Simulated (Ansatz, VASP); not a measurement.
# One calculation of PbS, two programs

```
CELL_PARAMETERS angstrom
3.65366 0.00000 0.00000
0.00000 3.65366 0.00000
0.00000 0.00000 3.65366
ATOMIC_POSITIONS crystal
Pb 0.00000 0.00000 0.00000
S 0.50000 0.50000 0.50000
```

Alike in both runs: task single point; functional PBEsol; k mesh 7 × 7 × 7; occupations fermi-dirac, width 0.05 eV; no spin polarisation.

|  | VASP | Ansatz |
| --- | --- | --- |
| version | VASP 6.6.1 | Ansatz 0.2.0 |
| potentials or method | VASP PAW PBE potentials, release 64 (Pb_d, S) | Ansatz PAW |
| plane-wave cutoff (eV) | 520 | 420 |
| valence electrons in the cell | 20 | 20 |

VASP gave:

- gap on the k mesh at the Fermi level (eV): none
- pressure (GPa): -3.6

**Question.** What did Ansatz give for the same quantities?

**Answer.** gap on the k mesh at the Fermi level (eV): none; pressure (GPa): -3.5.

VASP's potentials were made for PBE, not for PBEsol. A gap of «none» marks a metal or a gap that the smearing closes. The functional is the same, so the differences come from potentials, cutoffs and numerics.

Neither program's run includes spin-orbit coupling.
